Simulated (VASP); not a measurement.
# AlN (R3m) in VASP: further runs, part 2 of 2

VASP 6.6.1.

### 5 Single point, r2SCAN (epitaxial 111 strain +1.0%)

Input file POSCAR:

```
AlN
1.0
   -0.0193629625      2.1873622141      2.1873622141
    2.1873622141     -0.0193629625      2.1873622141
    2.1873622141      2.1873622141     -0.0193629625
Al N
1 1
Direct
   -0.0005535533     -0.0005535533     -0.0005535533
    0.2505535533      0.2505535533      0.2505535533
```

Input file INCAR.step1:

```
  ALGO = Normal
  EDIFF = 1E-4
  ENCUT = 520
  GGA = PE
  ISMEAR = 0
  LASPH = True
  LCHARG = False
  LREAL = False
  LWAVE = True
  NBANDS = 11
  NELM = 80
  PREC = Accurate
  SIGMA = 0.01
```

Input file INCAR.step2:

```
  ALGO = Normal
  EDIFF = 1E-7
  ENCUT = 520
  ISIF = 2
  ISMEAR = 0
  ISTART = 1
  LASPH = True
  LCHARG = False
  LMIXTAU = True
  LREAL = False
  LWAVE = False
  METAGGA = R2SCAN
  NBANDS = 11
  NELM = 80
  PREC = Accurate
  SIGMA = 0.01
```

Input file KPOINTS:

```
k-points
0
Gamma
  10 10 10
```

Potentials or basis: VASP PAW PBE potentials, release 64 (Al, N).

On the command line:

```console
> cat potpaw_PBE.64/Al/POTCAR potpaw_PBE.64/N/POTCAR > POTCAR
> cp INCAR.step1 INCAR
> mpirun -np 1 vasp_std > vasp.out
> cp INCAR.step2 INCAR
> mpirun -np 1 vasp_std > vasp.out
```

OUTCAR:

```text
EDIFF = 1E-7
   ENCUT = 520
   ISIF = 2
   ISMEAR = 0
   ISTART = 1
   LASPH = True
   LREAL = False
   METAGGA = R2SCAN
   NELM = 80
   PREC = Accurate

 ion  position               nearest neighbor table
   1  0.999  0.999  0.999-   2 1.89   2 1.91   2 1.91   2 1.91
   2  0.251  0.251  0.251-   1 1.89   1 1.91   1 1.91   1 1.91

  LATTYP: Found a trigonal (rhomboedric) cell.
 ALAT       =     3.0934579091
 COS(alpha) =     0.4911285597

  Lattice vectors:

 A1 = (  -0.0193629625,   2.1873622141,   2.1873622141)
 A2 = (   2.1873622141,  -0.0193629625,   2.1873622141)
 A3 = (   2.1873622141,   2.1873622141,  -0.0193629625)

Analysis of symmetry for initial positions (statically):
=====================================================================
 Subroutine PRICEL returns:
 Original cell was already a primitive cell.

 Routine SETGRP: Setting up the symmetry group for a
 trigonal (rhombohedral) supercell.

 Subroutine GETGRP returns: Found  6 space group operations
 (whereof  6 operations were pure point group operations)
 out of a pool of 12 trial point group operations.

The static configuration has the point symmetry C_3v.

Analysis of symmetry for dynamics (positions and initial velocities):
=====================================================================
 Subroutine PRICEL returns:
 Original cell was already a primitive cell.

 Routine SETGRP: Setting up the symmetry group for a
 trigonal (rhombohedral) supercell.

 Subroutine GETGRP returns: Found  6 space group operations
 (whereof  6 operations were pure point group operations)
 out of a pool of 12 trial point group operations.

The dynamic configuration has the point symmetry C_3v.

 Subroutine INISYM returns: Found  6 space group operations
 (whereof  6 operations are pure point group operations),
 and found     1 'primitive' translations

----------------------------------------------------------------------------------------

[... 119 lines left out ...]
   AEXX    =    0.0000 exact exchange contribution
   IVDW    =     0    specifies the selected vdW correction
   LEPSILON=     F    determine dielectric tensor
   LRPA    =     F    only Hartree local field effects (RPA)
 non-spin polarized calculation
 Gauss-broadening in eV      SIGMA  =   0.01
  energy-cutoff  :      520.00
  volume of cell :       21.21
 maximum number of plane-waves:       586
   NGX = 11   NGY = 11   NGZ = 11

 number of electron       8.0000001 magnetization

 Free energy of the ion-electron system (eV)
  ---------------------------------------------------
  ext. energy  EPLUGINS =         0.00000000
  ---------------------------------------------------
  free energy    TOTEN  =       -19.17252359 eV

  energy without entropy =      -19.17252359  energy(sigma->0) =      -19.17252359

 E-fermi :   5.7265     XC(G=0): -11.3381

 val. band max:        5.6014300101   @ k =   0.0000   0.0000   0.0000
 cond. band min:       9.4463884304   @ k =   0.5000   0.5000  -0.0000
 fundamental gap:      3.8449584202
 Fermi energy:         5.7265415443

 k-point     1 :       0.0000    0.0000    0.0000
  band No.  band energies     occupation
      1     -10.1103      2.00000
      2       5.4932      2.00000
      3       5.4932      2.00000
      4       5.6014      2.00000
      5      10.2501      0.00000
      6      18.7501      0.00000
      7      18.7501      0.00000
      8      19.1115      0.00000
      9      23.9141      0.00000
     10      23.9141      0.00000
     11      25.5593      0.00000
[... 309 lines left out ...]
 k-point    24 :       0.4000    0.3000   -0.0000
  band No.  band energies     occupation
      1      -8.1718      2.00000
      2       1.3680      2.00000
      3       3.7829      2.00000
      4       4.1749      2.00000
      5      11.0608      0.00000
      6      15.8167      0.00000
      7      18.5924      0.00000
      8      21.0639      0.00000
      9      21.5290      0.00000
     10      27.7824      0.00000
     11      30.0520      0.00000

 [... further k-points ...]

------------------------ aborting loop because EDIFF is reached ----------------------------------------

  FORCE on cell =-STRESS in cart. coord.  units (eV):
  Direction    XX          YY          ZZ          XY          YZ          ZX
  --------------------------------------------------------------------------------------
  -------------------------------------------------------------------------------------
  Total       -0.4983092     -0.4983092     -0.4983092      0.2252336      0.2252336      0.2252336
  in kB      -37.6433949    -37.6433949    -37.6433949     17.0146539     17.0146539     17.0146539
  external PRESSURE =     -37.6433949 kB  Pullay stress =       0.0000000 kB

 VOLUME and BASIS-vectors are now :
 -----------------------------------------------------------------------------
  energy-cutoff  :      520.00
  volume of cell :       21.21
      direct lattice vectors                 reciprocal lattice vectors
    -0.019362963  2.187362214  2.187362214    -0.225572771  0.227587419  0.227587419
     2.187362214 -0.019362963  2.187362214     0.227587419 -0.225572771  0.227587419
     2.187362214  2.187362214 -0.019362963     0.227587419  0.227587419 -0.225572771

 POSITION                                       TOTAL-FORCE (eV/Angst)
 -----------------------------------------------------------------------------------
      4.35295      4.35295      4.35295        -0.002018     -0.002018     -0.002018
      1.09125      1.09125      1.09125         0.002018      0.002018      0.002018
 -----------------------------------------------------------------------------------
    total drift:                               -0.000244     -0.000244     -0.000244

  FREE ENERGIE OF THE ION-ELECTRON SYSTEM (eV)
  ---------------------------------------------------
  free  energy   TOTEN  =       -19.1725235891 eV

  energy  without entropy=      -19.1725235891  energy(sigma->0) =      -19.17252359
```

OSZICAR.step1:

```text
N       E                     dE             d eps       ncg     rms          rms(c)
DAV:   1     0.109348084019E+02    0.10935E+02   -0.39675E+03  2616   0.608E+02
DAV:   2    -0.162582469688E+02   -0.27193E+02   -0.26162E+02  3077   0.135E+02
DAV:   3    -0.171869137793E+02   -0.92867E+00   -0.92735E+00  3132   0.238E+01
DAV:   4    -0.171917982631E+02   -0.48845E-02   -0.48842E-02  2900   0.189E+00
DAV:   5    -0.171918562946E+02   -0.58031E-04   -0.58031E-04  3086   0.199E-01    0.854E+00
DAV:   6    -0.148532159121E+02    0.23386E+01   -0.11922E+01  2988   0.172E+01    0.281E+00
DAV:   7    -0.148508532473E+02    0.23627E-02   -0.16335E-01  2828   0.320E+00    0.204E+00
DAV:   8    -0.148457433473E+02    0.51099E-02   -0.29310E-02  2765   0.161E+00    0.590E-01
DAV:   9    -0.148442355379E+02    0.15078E-02   -0.43222E-03  3074   0.390E-01    0.233E-01
DAV:  10    -0.148442793156E+02   -0.43778E-04   -0.43847E-04  2720   0.135E-01
   1 F= -.14844279E+02 E0= -.14844279E+02  d E =-.362434-115
```

It took 34 s on 1 thread of Intel Xeon 6975P-C (Granite Rapids), shared host; peak memory 0.15 GiB.

Results:

* Free energy: -19.1725 eV
* Pressure: -3.8 GPa
* Largest force: 0.003 eV/Å
* Band gap on the k mesh: 3.85 eV, indirect (least direct gap 4.65 eV)

Forces on the atoms (eV/Å):
```
Al  -0.002 -0.002 -0.002
N    0.002  0.002  0.002
```

Caveat: the cell differs from its parent crystal (epitaxial 111 strain +1.0%); the PAW data sets were made with another functional, which shifts forces and pressure a little.

### 6 Single point, r2SCAN (epitaxial 111 strain +2.0%)

Input file POSCAR:

```
AlN
1.0
   -0.0385909120      2.1899830288      2.1899830288
    2.1899830288     -0.0385909120      2.1899830288
    2.1899830288      2.1899830288     -0.0385909120
Al N
1 1
Direct
   -0.0010508975     -0.0010508975     -0.0010508975
    0.2510508975      0.2510508975      0.2510508975
```

Input file INCAR.step1:

```
SYSTEM = AlN
  ALGO = Normal
  EDIFF = 1E-4
  ENCUT = 520
  GGA = PE
  ISMEAR = 0
  LASPH = .True.
  LCHARG = .False.
  LREAL = .False.
  LWAVE = .True.
  NBANDS = 11
  NELM = 100
  PREC = Accurate
  SIGMA = 0.01
```

Input file INCAR.step2:

```
SYSTEM = AlN
  ALGO = Normal
  EDIFF = 1E-6
  ENCUT = 520
  ISIF = 2
  ISMEAR = 0
  ISTART = 1
  LASPH = .True.
  LCHARG = .False.
  LMIXTAU = .True.
  LREAL = .False.
  LWAVE = .False.
  METAGGA = R2SCAN
  NBANDS = 11
  NELM = 100
  PREC = Accurate
  SIGMA = 0.01
```

Input file KPOINTS:

```
k-points
0
Gamma
  10 10 10
  0 0 0
```

Potentials or basis: VASP PAW PBE potentials, release 64 (Al, N).

On the command line:

```console
> cat potpaw_PBE.64/Al/POTCAR potpaw_PBE.64/N/POTCAR > POTCAR
> cp INCAR.step1 INCAR
> mpirun -np 1 vasp_std > vasp.out
> cp INCAR.step2 INCAR
> mpirun -np 1 vasp_std > vasp.out
```

OUTCAR:

```text
SYSTEM = AlN
   EDIFF = 1E-6
   ENCUT = 520
   ISIF = 2
   ISMEAR = 0
   ISTART = 1
   LASPH = .True.
   LREAL = .False.
   METAGGA = R2SCAN
   NELM = 100
   PREC = Accurate

 ion  position               nearest neighbor table
   1  0.999  0.999  0.999-   2 1.90   2 1.92   2 1.92   2 1.92
   2  0.251  0.251  0.251-   1 1.90   1 1.92   1 1.92   1 1.92

  LATTYP: Found a trigonal (rhomboedric) cell.
 ALAT       =     3.0973441190
 COS(alpha) =     0.4823035602

  Lattice vectors:

 A1 = (  -0.0385909120,   2.1899830288,   2.1899830288)
 A2 = (   2.1899830288,  -0.0385909120,   2.1899830288)
[... 513 lines left out ...]
      7      18.2213      0.00000
      8      20.7807      0.00000
      9      21.1446      0.00000
     10      27.4596      0.00000
     11      29.5654      0.00000

 [... further k-points ...]
[... 5 lines left out ...]
  --------------------------------------------------------------------------------------
  -------------------------------------------------------------------------------------
  Total       -0.9237724     -0.9237724     -0.9237724      0.4405402      0.4405402      0.4405402
  in kB      -68.6426650    -68.6426650    -68.6426650     32.7351764     32.7351764     32.7351764
  external PRESSURE =     -68.6426650 kB  Pullay stress =       0.0000000 kB

 VOLUME and BASIS-vectors are now :
 -----------------------------------------------------------------------------
  energy-cutoff  :      520.00
  volume of cell :       21.56
      direct lattice vectors                 reciprocal lattice vectors
    -0.038590912  2.189983029  2.189983029    -0.222364375  0.226353068  0.226353068
     2.189983029 -0.038590912  2.189983029     0.226353068 -0.222364375  0.226353068
     2.189983029  2.189983029 -0.038590912     0.226353068  0.226353068 -0.222364375

 POSITION                                       TOTAL-FORCE (eV/Angst)
 -----------------------------------------------------------------------------------
      4.33681      4.33681      4.33681        -0.004993     -0.004993     -0.004993
      1.08991      1.08991      1.08991         0.004993      0.004993      0.004993
 -----------------------------------------------------------------------------------
    total drift:                               -0.000130     -0.000130     -0.000130

  FREE ENERGIE OF THE ION-ELECTRON SYSTEM (eV)
  ---------------------------------------------------
  free  energy   TOTEN  =       -19.1524325286 eV

  energy  without entropy=      -19.1524325286  energy(sigma->0) =      -19.15243253
```

OUTCAR.step1:

```text
SYSTEM = AlN
   EDIFF = 1E-4
   ENCUT = 520
   GGA = PE
   ISMEAR = 0
   LASPH = .True.
   LREAL = .False.
[... 557 lines left out ...]
      4.33681      4.33681      4.33681        -0.016005     -0.016005     -0.016005
      1.08991      1.08991      1.08991         0.016005      0.016005      0.016005
 -----------------------------------------------------------------------------------
    total drift:                               -0.001537     -0.001537     -0.001537

  FREE ENERGIE OF THE ION-ELECTRON SYSTEM (eV)
  ---------------------------------------------------
  free  energy   TOTEN  =       -14.8349888104 eV

  energy  without entropy=      -14.8349888104  energy(sigma->0) =      -14.83498881
```

OSZICAR.step1:

```text
N       E                     dE             d eps       ncg     rms          rms(c)
DAV:   1     0.990640676846E+01    0.99064E+01   -0.37909E+03  2632   0.600E+02
DAV:   2    -0.163060346134E+02   -0.26212E+02   -0.25459E+02  3060   0.135E+02
DAV:   3    -0.171498350878E+02   -0.84380E+00   -0.84287E+00  3135   0.229E+01
DAV:   4    -0.171543776996E+02   -0.45426E-02   -0.45423E-02  2870   0.184E+00
DAV:   5    -0.171544346324E+02   -0.56933E-04   -0.56932E-04  3101   0.196E-01    0.847E+00
DAV:   6    -0.148434778053E+02    0.23110E+01   -0.11991E+01  2984   0.171E+01    0.279E+00
DAV:   7    -0.148417311687E+02    0.17466E-02   -0.15592E-01  2792   0.317E+00    0.202E+00
DAV:   8    -0.148364817536E+02    0.52494E-02   -0.30158E-02  2777   0.163E+00    0.592E-01
DAV:   9    -0.148349423703E+02    0.15394E-02   -0.44177E-03  3089   0.395E-01    0.233E-01
DAV:  10    -0.148349888104E+02   -0.46440E-04   -0.46178E-04  2756   0.139E-01
   1 F= -.14834989E+02 E0= -.14834989E+02  d E =-.593581E-17
```

Wall time 25 s (1 thread of Intel Xeon 6975P-C (Granite Rapids), shared host); peak memory 0.15 GiB.

What came out:

| Item | Value |
| --- | --- |
| Free energy | -19.1524 eV |
| Pressure | -6.9 GPa |
| Largest force | 0.009 eV/Å |
| Band gap on the k mesh | 3.76 eV, indirect (least direct gap 4.42 eV) |

Forces in eV/Å, atoms in the order of the input:
```
Al  -0.005 -0.005 -0.005
N    0.005  0.005  0.005
```

Levels at points of the mesh, in eV from the valence-band top:
| k point | band 1 | band 2 | band 3 | band 4 | band 5 | band 6 | band 7 | band 8 |
| --- | --- | --- | --- | --- | --- | --- | --- | --- |
| (0.00, 0.00, 0.00) | -15.68 | -0.20 | -0.20 | 0.00 | 4.42 | 12.81 | 12.81 | 13.52 |
| (0.50, 0.00, 0.00) | -13.80 | -5.92 | -0.63 | -0.52 | 7.81 | 10.40 | 11.52 | 11.88 |
| (0.50, 0.50, 0.00) | -13.17 | -4.98 | -2.03 | -1.78 | 3.76 | 9.13 | 14.55 | 16.30 |
| (0.50, 0.50, 0.50) | -13.67 | -5.79 | -0.74 | -0.74 | 7.53 | 10.44 | 11.29 | 11.29 |

Caveat: the cell differs from its parent crystal (epitaxial 111 strain +2.0%); the PAW data sets were made with another functional, which shifts forces and pressure a little. A k mesh can miss the band edges.

### 7 Summary

```tsv
cell	gap on the mesh (eV)	pressure (GPa)	largest force (eV/Å)
a = 3.081 Å, angles 58.2°, 2 atoms	3.80	11.4	0.01
a = 3.084 Å, angles 58.8°, 2 atoms	3.86	7.2	-
a = 3.087 Å, angles 59.4°, 2 atoms	3.90	3.2	-
a = 3.093 Å, angles 60.6°, 2 atoms	3.85	-3.8	-
a = 3.097 Å, angles 61.2°, 2 atoms	3.76	-6.9	0.01
```

Alike in all rows: task single point; level r2SCAN; potentials or basis VASP PAW PBE potentials, release 64 (Al, N); no spin polarisation; k mesh 10 × 10 × 10; cutoff (eV) 520; smearing gaussian 0.01 eV.

Caveats: the PAW data sets were made with another functional, which shifts forces and pressure a little.

Absolute energies hang on the potentials; compare differences alone.
